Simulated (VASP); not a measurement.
Runs of VASP 6.6.1 on CuO2 (fluorite type). The structure is that of space group Fm-3m (No. 225), or close to it. The cells are those of the table. 

```csv
cell,k mesh,gap on the mesh (eV),pressure (GPa)
"a = 3.418 Å, angles 60.0°, 3 atoms",13 × 13 × 13,none,0.4
"a = 3.441 Å, angles 60.0°, 3 atoms",13 × 13 × 13,none,-2.7
"a = 3.372 Å, angles 60.0°, 3 atoms",13 × 13 × 13,none,(b)
"a = 3.348 Å, angles 60.0°, 3 atoms",13 × 13 × 13,none,13.0
"a = 3.418 Å, angles 60.0°, 3 atoms",39 × 39 × 39,none,(a)
"a = 3.485 Å, angles 60.0°, 3 atoms",13 × 13 × 13,none,-8.3
```

Alike in all rows: task single point; level PBE; potentials or basis VASP PAW PBE potentials, release 64 (Cu, O); no spin polarisation; cutoff (eV) 520; smearing fermi-dirac 0.0612256 eV.

Question: Fill in the values left out.

Answer: (a) 0.6; (b) 8.4.

Caveats: an odd number of electrons without spin polarisation forces a metal; a magnetic or distorted state may lie lower; semilocal functionals often make such compounds metallic where correlation or magnetic order opens a gap, which also shifts bond lengths; the cell stands under pressure (at least some runs); the cell stands under tension (at least some runs).

A gap of «none» marks levels without a gap at the run's occupations.
